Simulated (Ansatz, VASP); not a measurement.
# One calculation of SnTe, two programs

INCAR

```
SYSTEM = SnTe
PREC = Accurate
ENCUT = 520
EDIFF = 1E-7
ISMEAR = -1
SIGMA = 0.05
LREAL = .False.
LASPH = .True.
NELM = 60
ALGO = Normal
ISIF = 2
LWAVE = .False.
LCHARG = .True.
GGA = PE
LELF = .True.
LVHAR = .True.
NBANDS = 17
```

KPOINTS

```
Automatic mesh
0
Gamma
  7 7 7
  0 0 0
```

File POSCAR:

```
SnTe
1.0
    0.0000000000      3.0878330000      3.1508500000
    3.0878330000      0.0000000000      3.1508500000
    3.0878330000      3.0878330000      0.0000000000
Te Sn
1 1
Direct
    0.5000000000      0.5000000000      0.5000000000
    0.0000000000      0.0000000000      0.0000000000
```

input.yaml

```yaml
crystal:
  lattice:
    - [0.0, 3.087833, 3.15085]
    - [3.087833, 0.0, 3.15085]
    - [3.087833, 3.087833, 0.0]
  atoms:
    - { symbol: Te, position: [0.5, 0.5, 0.5] }
    - { symbol: Sn, position: [0.0, 0.0, 0.0] }
kpoints:
  mp_grid: { grid: [7, 7, 7] }
scf:
  occupations: { method: fermi_dirac, width: 0.05 }
hamiltonian:
  xc: pbe
  pseudopotentials: { kind: all_electron, lapw: { basis_error: 0.001 } }
output:
  forces: true
  stress: true
  eigenvalues: true
```

Change from the starting cell: strain = -0.02.

Alike in both runs: task single point; functional PBE; k mesh 7 × 7 × 7; occupations fermi-dirac, width 0.05 eV; no spin polarisation.

```csv
,VASP,Ansatz
version,VASP 6.6.1,Ansatz 0.2.0
potentials or method,"VASP PAW PBE potentials, release 64 (Te, Sn_d), cutoff 520 eV","all-electron LAPW, scalar-relativistic"
```

|  | VASP | Ansatz | Ansatz less VASP |
| --- | --- | --- | --- |
| gap on the k mesh at the Fermi level (eV) | 0.53 | 0.53 | +0.002 |
| least direct gap on the mesh (eV) | 0.53 | 0.53 | +0.002 |
| pressure (GPa) | 4.5 | 4.5 | +0.02 |
| traceless stress, the component that is largest in VASP (GPa) | -2.14 | -2.14 | +0.005 |

Ansatz ran all-electron here, and VASP with PAW potentials.

Neither program's run includes spin-orbit coupling.
